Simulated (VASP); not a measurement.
# Pd: single point with PBEsol

The system is Pd.

```
Pd
1.0
     0.00000    2.04215    1.94490
     2.04215    0.00000    1.94490
     2.04215    2.04215    0.00000
Pd
1
Direct
  0.00000 0.00000 0.00000
```

This cell differs from its parent crystal: strain +0.050 along x and y, +0.000 along z.

```yaml
Program: VASP 6.6.1
Task: single point
Functional: PBEsol
Potentials_or_basis: VASP PAW PBE potentials, release 64 (Pd)
Cutoff: 520 eV
k_mesh: 20 × 20 × 20
Occupations: gaussian, width 0.15 eV
Spin: no spin polarisation
```

* Pressure: -16.5 GPa
* Band gap on the k mesh: zero (band 5 reaches 8.44 eV, above the bottom of band 6 at 7.00 eV)

Stress tensor (GPa, compression positive):
```
-16.99   0.00   0.00
  0.00 -16.99   0.00
  0.00   0.00 -15.52
```

Levels at points of the mesh, in eV from the Fermi level:
| k point | band 3 | band 4 | band 5 | band 6 | band 7 | band 8 |
| --- | --- | --- | --- | --- | --- | --- |
| (0.00, 0.00, 0.00) | -2.57 | -2.18 | -1.26 | -0.87 | 17.08 | 20.96 |
| (0.50, 0.00, 0.00) | -2.28 | -0.12 | 0.06 | 1.14 | 6.56 | 16.29 |
| (0.50, 0.50, 0.00) | -0.05 | 0.25 | 0.25 | 3.89 | 10.61 | 12.02 |
| (0.50, 0.00, 0.50) | -0.06 | 0.10 | 0.35 | 2.99 | 9.36 | 12.82 |

It took 48 s on 1 thread of Intel(R) Xeon(R) Platinum 8375C CPU @ 2.90GHz (Ice Lake), with other jobs on the host, peak memory 0.23 GiB.

Caveat: the cell differs from its parent crystal (strain +0.050 along x and y, +0.000 along z); the PAW data sets were made with another functional, which shifts forces and pressure a little.
